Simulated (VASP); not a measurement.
# TiO2 (Imma) in VASP: a series of runs

The runs below take TiO2 through single point, with PBE, r2SCAN, PBEsol.

Program: VASP 6.6.1. These are calculated values, not measurements. Logs are shortened: lines on timing, memory, paths and dates and some standing lists are left out, and cuts for length are marked.

## (1) The cell of the first run

The typed cell holds 12 atoms: a = 5.509 Å, b = 5.509 Å, c = 5.509 Å, α = 114.90°, β = 106.83°, γ = 106.83°.

## (2) Single point, PBE

Input file INCAR:

```
SYSTEM = TiO2
PREC = Accurate ; ENCUT = 520
EDIFF = 1E-6 ; ISMEAR = -1
SIGMA = 0.02 ; LREAL = .False.
LASPH = .True. ; NELM = 60
ALGO = Normal ; ISIF = 2
LWAVE = .False. ; LCHARG = .False.
GGA = PE ; NBANDS = 60
```

Input file KPOINTS:

```
Automatic mesh
0
Gamma
  6 6 6
  0 0 0
```

Input file POSCAR:

```
TiO2
1.0
   -2.9638129815      3.2834793297      3.2834209888
    2.9638129815     -3.2834793297      3.2834209888
    2.9638129815      3.2834793297     -3.2834209888
Ti O
4 8
Direct
    0.5000815756      0.7500815756      0.7500000000
    0.4999184244      0.2499184244      0.2500000000
    0.0000000000      0.0000000000      0.5000000000
    0.0000000000      0.5000000000      0.0000000000
    0.3051319519      0.3051269919      0.4999950400
    0.1948703496      0.2500021255      0.9448682240
    0.3051319519      0.8051369120      0.0000049600
    0.8051339015      0.2500021255      0.5551317760
    0.1948660985      0.7499978745      0.4448682240
    0.8051296504      0.7499978745      0.0551317760
    0.6948680481      0.1948630880      0.9999950400
    0.6948680481      0.6948730081      0.5000049600
```

Potentials or basis: VASP PAW PBE potentials, release 64 (Ti_sv, O).

Launch:

```
$ cat potpaw_PBE.64/Ti_sv/POTCAR potpaw_PBE.64/O/POTCAR > POTCAR
$ mpirun -np 1 vasp_std > vasp.out
```

OUTCAR:

```text
SYSTEM = TiO2
   PREC = Accurate
   ENCUT = 520
   EDIFF = 1E-6
   ISMEAR = -1
   LREAL = .False.
   LASPH = .True.
   NELM = 60
   ISIF = 2
   GGA = PE

 ion  position               nearest neighbor table
   1  0.500  0.750  0.750-  11 1.96  12 1.96   5 1.96   7 1.96  10 2.00   9 2.00
   2  0.500  0.250  0.250-   7 1.96   5 1.96  12 1.96  11 1.96   6 2.00   8 2.00
   3  0.000  0.000  0.500-   6 1.96  10 1.96   9 1.96   8 1.96   5 2.00  12 2.00
   4  0.000  0.500  0.000-   8 1.96   9 1.96   6 1.96  10 1.96   7 2.00  11 2.00
   5  0.305  0.305  0.500-   2 1.96   1 1.96   3 2.00
   6  0.195  0.250  0.945-   3 1.96   4 1.96   2 2.00
   7  0.305  0.805  0.000-   2 1.96   1 1.96   4 2.00
   8  0.805  0.250  0.555-   4 1.96   3 1.96   2 2.00
   9  0.195  0.750  0.445-   4 1.96   3 1.96   1 2.00
  10  0.805  0.750  0.055-   3 1.96   4 1.96   1 2.00
  11  0.695  0.195  1.000-   1 1.96   2 1.96   4 2.00
  12  0.695  0.695  0.500-   1 1.96   2 1.96   3 2.00

  LATTYP: Found a body centered orthorhombic cell.
 ALAT       =     5.9276259630
 B/A-ratio  =     1.1078367661
 C/A-ratio  =     1.1078564505

  Lattice vectors:

 A1 = (  -2.9638129815,  -3.2834793297,   3.2834209888)
 A2 = (   2.9638129815,  -3.2834793297,  -3.2834209888)
 A3 = (   2.9638129815,   3.2834793297,   3.2834209888)

Analysis of symmetry for initial positions (statically):
=====================================================================
 Subroutine PRICEL returns:
 Original cell was already a primitive cell.

 Routine SETGRP: Setting up the symmetry group for a
 body centered orthorhombic supercell.

 Subroutine GETGRP returns: Found  8 space group operations
 (whereof  4 operations were pure point group operations)
 out of a pool of  8 trial point group operations.

The static configuration has the point symmetry C_2h.
 The point group associated with its full space group is D_2h.

Analysis of symmetry for dynamics (positions and initial velocities):
=====================================================================
 Subroutine PRICEL returns:
 Original cell was already a primitive cell.

 Routine SETGRP: Setting up the symmetry group for a
 body centered orthorhombic supercell.

 Subroutine GETGRP returns: Found  8 space group operations
 (whereof  4 operations were pure point group operations)
 out of a pool of  8 trial point group operations.
[... 130 lines left out ...]
   POTIM  = 0.5000    time-step for ionic-motion
   TEBEG  =    0.0;   TEEND  =   0.0 temperature during run
   PSTRESS=    0.0 pullay stress
   NELECT =      96.0000    total number of electrons
   NUPDOWN=      -1.0000    fix difference up-down
   EMIN   =  10.00;   EMAX   =-10.00  energy-range for DOS
   EFERMI =   0.00;   METHOD = LEGACY
   ISMEAR =    -1;   SIGMA  =   0.02  broadening in eV -4-tet -1-fermi 0-gaus
   EFERMI_NEDOS =   21; number of points for ismear=-14 and -15
   IALGO  =     38    algorithm
   IMIX   =      4    mixing-type and parameters
     AMIX     =   0.40;   BMIX     =  1.00
     AMIX_MAG =   1.60;   BMIX_MAG =  1.00
  volume/ion in A,a.u.               =      10.65        71.88
  Fermi-wavevector in a.u.,A,eV,Ry     =   1.488132  2.812161 30.130590  2.214536
  Thomas-Fermi vector in A             =   2.601205
   LORBIT       =      0    0 simple, 1 ext, 2 COOP (PROOUT), +10 PAW based schemes
   GGA     = PE    functional components
   LHFCALC =     F    Hartree Fock is set to
   AEXX    =    0.0000 exact exchange contribution
   IVDW    =     0    specifies the selected vdW correction
   LEPSILON=     F    determine dielectric tensor
   LRPA    =     F    only Hartree local field effects (RPA)
 non-spin polarized calculation
  energy-cutoff  :      520.00
  volume of cell :      127.81
 maximum number of plane-waves:      3462
 NGX is ok and might be reduce to    42
   NGX = 21   NGY = 21   NGZ = 21

 number of electron      95.9999970 magnetization

 Free energy of the ion-electron system (eV)
  ---------------------------------------------------
  ext. energy  EPLUGINS =         0.00000000
  ---------------------------------------------------
  free energy    TOTEN  =      -107.35249804 eV

  energy without entropy =     -107.35249804  energy(sigma->0) =     -107.35249804

 E-fermi :   5.0379     XC(G=0): -11.2842

 val. band max:        4.5760462187   @ k =   0.0000   0.0000   0.0000
 cond. band min:       6.4108078730   @ k =   0.0000   0.0000   0.0000
 fundamental gap:      1.8347616544
 Fermi energy:         5.0379376314

 k-point     1 :       0.0000    0.0000    0.0000
  band No.  band energies     occupation
      1     -52.3835      2.00000
      2     -52.3687      2.00000
      3     -52.3373      2.00000
      4     -52.3373      2.00000
      5     -28.8916      2.00000
      6     -28.8916      2.00000
[... 1501 lines left out ...]
     59       8.1951      0.00000
     60       8.1957      0.00000

 [... further k-points ...]

------------------------ aborting loop because EDIFF is reached ----------------------------------------

  FORCE on cell =-STRESS in cart. coord.  units (eV):
  Direction    XX          YY          ZZ          XY          YZ          ZX
  --------------------------------------------------------------------------------------
  -------------------------------------------------------------------------------------
  Total        0.7170531      0.4515096      0.4569136      0.0000000      0.0000000      0.0000000
  in kB        8.9885633      5.6598635      5.7276046      0.0000000      0.0000000      0.0000000
  external PRESSURE =       6.7920104 kB  Pullay stress =       0.0000000 kB

 VOLUME and BASIS-vectors are now :
 -----------------------------------------------------------------------------
  energy-cutoff  :      520.00
  volume of cell :      127.81
      direct lattice vectors                 reciprocal lattice vectors
    -2.963812981  3.283479330  3.283420989     0.000000000  0.152277493  0.152280199
     2.963812981 -3.283479330  3.283420989     0.168701603  0.000000000  0.152280199
     2.963812981  3.283479330 -3.283420989     0.168701603  0.152277493  0.000000000

 POSITION                                       TOTAL-FORCE (eV/Angst)
 -----------------------------------------------------------------------------------
      2.96381      1.64174      1.64225         0.000000      0.000000     -0.000520
      0.00000      1.64174      1.64117         0.000000      0.000000      0.000520
      1.48191      1.64174     -1.64171         0.000000      0.000000      0.000000
      1.48191     -1.64174      1.64171         0.000000      0.000000      0.000000
      1.48188      1.64174      0.36204         0.000108      0.000000     -0.028886
      2.96381      2.92143     -1.64170        -0.000000      0.028910     -0.000049
      1.48194     -1.64174      3.64546        -0.000108      0.000000     -0.028886
      0.00000      3.64553      1.64172        -0.000000     -0.028910     -0.000049
      2.96381     -0.36205      1.64170         0.000000      0.028910      0.000049
      0.00000      0.36205      4.92512         0.000000     -0.028910      0.000049
      1.48188      4.92522     -0.36204         0.000108     -0.000000      0.028886
      1.48194      1.64174      2.92138        -0.000108     -0.000000      0.028886
 -----------------------------------------------------------------------------------
    total drift:                               -0.000000     -0.000000      0.000000

  FREE ENERGIE OF THE ION-ELECTRON SYSTEM (eV)
  ---------------------------------------------------
  free  energy   TOTEN  =      -107.3524980436 eV

  energy  without entropy=     -107.3524980436  energy(sigma->0) =     -107.35249804
```

OSZICAR:

```text
N       E                     dE             d eps       ncg     rms          rms(c)
DAV:   1     0.151384773653E+04    0.15138E+04   -0.47864E+04  5616   0.191E+03
DAV:   2     0.173781637818E+03   -0.13401E+04   -0.12678E+04  5600   0.593E+02
DAV:   3    -0.119745155258E+03   -0.29353E+03   -0.28380E+03  7036   0.242E+02
DAV:   4    -0.141421643688E+03   -0.21676E+02   -0.21618E+02  8240   0.712E+01
DAV:   5    -0.142611598564E+03   -0.11900E+01   -0.11895E+01  8292   0.133E+01    0.436E+01
DAV:   6    -0.108554182147E+03    0.34057E+02   -0.21039E+02  7532   0.967E+01    0.173E+01
DAV:   7    -0.107883668820E+03    0.67051E+00   -0.33403E+01  7244   0.335E+01    0.113E+01
DAV:   8    -0.107494459312E+03    0.38921E+00   -0.64987E+00  7036   0.175E+01    0.504E+00
DAV:   9    -0.107337406004E+03    0.15705E+00   -0.13882E+00  7828   0.725E+00    0.157E+00
DAV:  10    -0.107358149968E+03   -0.20744E-01   -0.14506E-01  6604   0.222E+00    0.571E-01
DAV:  11    -0.107352391828E+03    0.57581E-02   -0.26570E-02  6484   0.776E-01    0.965E-02
DAV:  12    -0.107352561793E+03   -0.16996E-03   -0.14487E-03  6292   0.253E-01    0.107E-01
DAV:  13    -0.107352504970E+03    0.56823E-04   -0.42421E-04  7316   0.121E-01    0.439E-02
DAV:  14    -0.107352495021E+03    0.99495E-05   -0.88119E-05  7320   0.678E-02    0.100E-02
DAV:  15    -0.107352498268E+03   -0.32470E-05   -0.12510E-05  7056   0.193E-02    0.744E-03
DAV:  16    -0.107352498044E+03    0.22392E-06   -0.28228E-06  4296   0.133E-02
   1 F= -.10735250E+03 E0= -.10735250E+03  d E =-.508580E-12
```

It took 4.7 min on 1 thread of Intel Xeon 6975P-C (Granite Rapids), shared host; peak memory 0.41 GiB.

What came out:

```yaml
Free_energy: -107.3525 eV
Pressure: 0.7 GPa
Largest_force: 0.029 eV/Å
Band_gap_on_the_k_mesh: 1.83 eV
```

Forces in eV/Å, atoms in the order of the input:
```
Ti   0.000  0.000 -0.001
Ti   0.000  0.000  0.001
Ti   0.000  0.000  0.000
Ti   0.000  0.000  0.000
O    0.000  0.000 -0.029
O    0.000  0.029  0.000
O    0.000  0.000 -0.029
O    0.000 -0.029  0.000
O    0.000  0.029  0.000
O    0.000 -0.029  0.000
O    0.000  0.000  0.029
O    0.000  0.000  0.029
```

Stress tensor (GPa, compression positive):
```
0.90 0.00 0.00
0.00 0.57 0.00
0.00 0.00 0.57
```

Levels at points of the mesh, in eV from the valence-band top:
```
           k point  band 46  band 47  band 48  band 49  band 50  band 51
(0.00, 0.00, 0.00)    -0.43    -0.43     0.00     1.83     2.12     2.39
(0.50, 0.00, 0.00)    -0.98    -0.71    -0.71     1.88     1.88     2.48
(0.00, 0.50, 0.00)    -1.20    -0.62    -0.61     2.24     2.24     2.60
(0.50, 0.50, 0.00)    -1.20    -0.61    -0.61     2.24     2.24     2.60
(0.50, 0.50, 0.50)    -1.24    -1.04    -1.04     1.87     1.87     2.48
```

A k mesh can miss the band edges.

## (3) Single point, r2SCAN

This run uses another cell than the first one, of 10.40 Å³/atom.

Input file POSCAR:

```
TiO2
1.0
   -2.9535196236      3.2504361872      3.2504360682
    2.9535196236     -3.2504361872      3.2504360682
    2.9535196236      3.2504361872     -3.2504360682
Ti O
4 8
Direct
    0.5000559504      0.7500559504      0.7500000000
    0.4999440496      0.2499440496      0.2500000000
    0.0000000000      0.0000000000      0.5000000000
    0.0000000000      0.5000000000      0.0000000000
    0.3045877962      0.3045830631      0.4999952670
    0.1954155400      0.2500033397      0.9454122003
    0.3045877962      0.8045925292      0.0000047330
    0.8045911394      0.2500033397      0.5545877997
    0.1954088606      0.7499966603      0.4454122003
    0.8045844600      0.7499966603      0.0545877997
    0.6954122038      0.1954074708      0.9999952670
    0.6954122038      0.6954169369      0.5000047330
```

Input file INCAR.step1:

```
SYSTEM = TiO2
PREC = Accurate
ENCUT = 520
ISMEAR = -1
SIGMA = 0.02
LREAL = .False.
LASPH = .True.
NELM = 100
NBANDS = 60
GGA = PE
ALGO = Normal
EDIFF = 1E-4
LWAVE = .True.
LCHARG = .False.
```

Input file INCAR.step2:

```
SYSTEM = TiO2
PREC = Accurate
ENCUT = 520
EDIFF = 1E-6
ISMEAR = -1
SIGMA = 0.02
LREAL = .False.
LASPH = .True.
NELM = 100
ALGO = Normal
ISIF = 2
LWAVE = .False.
LCHARG = .True.
METAGGA = R2SCAN
LMIXTAU = .True.
LELF = .True.
LVHAR = .True.
NBANDS = 60
ISTART = 1
```

KPOINTS is that of step 2.

Potentials or basis: VASP PAW PBE potentials, release 64 (Ti_sv, O).

Launch:

```
$ cat potpaw_PBE.64/Ti_sv/POTCAR potpaw_PBE.64/O/POTCAR > POTCAR
$ cp INCAR.step1 INCAR
$ mpirun -np 1 vasp_std > vasp.out
$ cp INCAR.step2 INCAR
$ mpirun -np 1 vasp_std > vasp.out
```

OUTCAR:

```text
SYSTEM = TiO2
   PREC = Accurate
   ENCUT = 520
   EDIFF = 1E-6
   ISMEAR = -1
   LREAL = .False.
   LASPH = .True.
   NELM = 100
   ISIF = 2
   METAGGA = R2SCAN
   ISTART = 1

 ion  position               nearest neighbor table
   1  0.500  0.750  0.750-  12 1.95  11 1.95   7 1.95   5 1.95  10 1.98   9 1.98
   2  0.500  0.250  0.250-   5 1.95   7 1.95  11 1.95  12 1.95   6 1.98   8 1.98
   3  0.000  0.000  0.500-   6 1.95   8 1.95   9 1.95  10 1.95   5 1.98  12 1.98
   4  0.000  0.500  0.000-   6 1.95   8 1.95   9 1.95  10 1.95   7 1.98  11 1.98
   5  0.305  0.305  0.500-   2 1.95   1 1.95   3 1.98
   6  0.195  0.250  0.945-   3 1.95   4 1.95   2 1.98
   7  0.305  0.805  0.000-   2 1.95   1 1.95   4 1.98
   8  0.805  0.250  0.555-   3 1.95   4 1.95   2 1.98
   9  0.195  0.750  0.445-   3 1.95   4 1.95   1 1.98
  10  0.805  0.750  0.055-   3 1.95   4 1.95   1 1.98
  11  0.695  0.195  1.000-   1 1.95   2 1.95   4 1.98
  12  0.695  0.695  0.500-   1 1.95   2 1.95   3 1.98

  LATTYP: Found a body centered tetragonal cell.
 ALAT       =     6.5008723744
 C/A-ratio  =     0.9086533171

  Lattice vectors:

 A1 = (  -2.9535196236,   3.2504361872,  -3.2504360682)
 A2 = (  -2.9535196236,  -3.2504361872,   3.2504360682)
 A3 = (   2.9535196236,   3.2504361872,   3.2504360682)

Analysis of symmetry for initial positions (statically):
=====================================================================
 Subroutine PRICEL returns:
 Original cell was already a primitive cell.

 Routine SETGRP: Setting up the symmetry group for a
 body centered tetragonal supercell.

 Subroutine GETGRP returns: Found  8 space group operations
 (whereof  4 operations were pure point group operations)
 out of a pool of 16 trial point group operations.

The static configuration has the point symmetry C_2h.
 The point group associated with its full space group is D_2h.

Analysis of symmetry for dynamics (positions and initial velocities):
[... 163 lines left out ...]
 non-spin polarized calculation
  energy-cutoff  :      520.00
  volume of cell :      124.82
 maximum number of plane-waves:      3382
 NGX is ok and might be reduce to    42
   NGX = 21   NGY = 21   NGZ = 21

 number of electron      95.9999975 magnetization

 Free energy of the ion-electron system (eV)
  ---------------------------------------------------
  ext. energy  EPLUGINS =         0.00000000
  ---------------------------------------------------
  free energy    TOTEN  =      -139.58840043 eV

  energy without entropy =     -139.58840043  energy(sigma->0) =     -139.58840043

 E-fermi :   5.0987     XC(G=0): -12.1570

 val. band max:        4.5447528950   @ k =   0.0000   0.0000   0.0000
 cond. band min:       6.7723131286   @ k =   0.0000   0.0000   0.0000
 fundamental gap:      2.2275602336
 Fermi energy:         5.0986552511

 k-point     1 :       0.0000    0.0000    0.0000
  band No.  band energies     occupation
      1     -54.5983      2.00000
      2     -54.5805      2.00000
      3     -54.5478      2.00000
      4     -54.5478      2.00000
      5     -30.0974      2.00000
      6     -30.0974      2.00000
[... 1501 lines left out ...]
     59       8.6414      0.00000
     60       8.6419      0.00000

 [... further k-points ...]

------------------------ aborting loop because EDIFF is reached ----------------------------------------

  FORCE on cell =-STRESS in cart. coord.  units (eV):
  Direction    XX          YY          ZZ          XY          YZ          ZX
  --------------------------------------------------------------------------------------
  -------------------------------------------------------------------------------------
  Total        1.3617989      0.7862664      0.7858957      0.0000000      0.0000000      0.0000000
  in kB       17.4799602     10.0924637     10.0877044      0.0000000      0.0000000      0.0000000
  external PRESSURE =      12.5533761 kB  Pullay stress =       0.0000000 kB

 VOLUME and BASIS-vectors are now :
 -----------------------------------------------------------------------------
  energy-cutoff  :      520.00
  volume of cell :      124.82
      direct lattice vectors                 reciprocal lattice vectors
    -2.953519624  3.250436187  3.250436068     0.000000000  0.153825509  0.153825514
     2.953519624 -3.250436187  3.250436068     0.169289547  0.000000000  0.153825514
     2.953519624  3.250436187 -3.250436068     0.169289547  0.153825509  0.000000000

 POSITION                                       TOTAL-FORCE (eV/Angst)
 -----------------------------------------------------------------------------------
      2.95352      1.62522      1.62558         0.000000     -0.000000     -0.000882
      0.00000      1.62522      1.62485        -0.000000     -0.000000      0.000882
      1.47676      1.62522     -1.62522        -0.000000     -0.000000     -0.000000
      1.47676     -1.62522      1.62522        -0.000000     -0.000000     -0.000000
      1.47673      1.62522      0.35487         0.000397     -0.000000     -0.025659
      2.95352      2.89557     -1.62520         0.000000      0.025616     -0.000082
      1.47679     -1.62522      3.60530        -0.000397     -0.000000     -0.025659
     -0.00000      3.60530      1.62524        -0.000000     -0.025616     -0.000082
      2.95352     -0.35487      1.62520        -0.000000      0.025616      0.000082
     -0.00000      0.35487      4.87563        -0.000000     -0.025616      0.000082
      1.47673      4.87565     -0.35487         0.000397     -0.000000      0.025659
      1.47679      1.62522      2.89557        -0.000397     -0.000000      0.025659
 -----------------------------------------------------------------------------------
    total drift:                                0.000000      0.000000      0.000000

  FREE ENERGIE OF THE ION-ELECTRON SYSTEM (eV)
  ---------------------------------------------------
  free  energy   TOTEN  =      -139.5884004305 eV

  energy  without entropy=     -139.5884004305  energy(sigma->0) =     -139.58840043
```

It took 16 min on 1 thread of Intel Xeon 6975P-C (Granite Rapids), shared host; peak memory 0.43 GiB.

Results:

```yaml
Free_energy: -139.5884 eV
Pressure: 1.3 GPa
Largest_force: 0.026 eV/Å
Band_gap_on_the_k_mesh: 2.23 eV
```

Forces in eV/Å, atoms in the order of the input:
```
Ti   0.000  0.000 -0.001
Ti   0.000  0.000  0.001
Ti   0.000  0.000  0.000
Ti   0.000  0.000  0.000
O    0.000  0.000 -0.026
O    0.000  0.026  0.000
O    0.000  0.000 -0.026
O    0.000 -0.026  0.000
O    0.000  0.026  0.000
O    0.000 -0.026  0.000
O    0.000  0.000  0.026
O    0.000  0.000  0.026
```

Caveat: the PAW data sets were made with another functional, which shifts forces and pressure a little. A k mesh can miss the band edges.

(Part 1 of 2 ends here.)
